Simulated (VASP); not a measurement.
Wanted: the native input for a VASP 6.6.1 run.

```
Task                   : single point
Functional             : revPBE
Potentials or basis    : VASP PAW PBE potentials, release 64 (B, N)
Cutoff                 : 600 eV
k mesh                 : 8 × 8 × 3
Occupations            : gaussian, width 0.01 eV
Spin                   : no spin polarisation
Dipole correction      : no
Further INCAR settings : ALGO = Normal; EDIFF = 1e-06; NBANDS = 16
```

The structure of BN lies in POSCAR:

```
BN
1.0
    2.5392020344      0.0000000000      0.0000000000
   -1.2696010172      2.1990141738      0.0000000000
    0.0000000000      0.0000000000      6.7445013049
B N
2 2
Direct
    0.3333333333      0.6666666667      0.2500000000
    0.6666666667      0.3333333333      0.7500000000
    0.3333333333      0.6666666667      0.7500000000
    0.6666666667      0.3333333333      0.2500000000
```

One way to write it, as run:

INCAR

```
PREC = Accurate
ENCUT = 600
EDIFF = 1E-6
ISMEAR = 0
SIGMA = 0.01
LREAL = F
LASPH = T
NELM = 120
ALGO = Normal
ISIF = 2
LWAVE = F
LCHARG = T
GGA = RE
LELF = T
LVHAR = T
NBANDS = 16
GGA_COMPAT = F
```

KPOINTS

```
regular mesh
0
Gamma
  8 8 3
```

Potentials or basis: VASP PAW PBE potentials, release 64 (B, N).

Command:

```console
$ cat potpaw_PBE.64/B/POTCAR potpaw_PBE.64/N/POTCAR > POTCAR
$ mpirun -np 1 vasp_std > vasp.out
```

Results of the run:

```
Pressure               : -3.6 GPa
Band gap on the k mesh : 4.30 eV, indirect (least direct gap 4.64 eV)
```

Caveat: the PAW data sets were made with another functional, which shifts forces and pressure a little; this functional lacks dispersion, which binds the layers, so the pressure and a relaxed spacing across them are unreliable.

Run time: 6.3 s on 1 thread of Intel(R) Xeon(R) 6975P-C (Granite Rapids), on a shared host, peak memory 0.15 GiB.
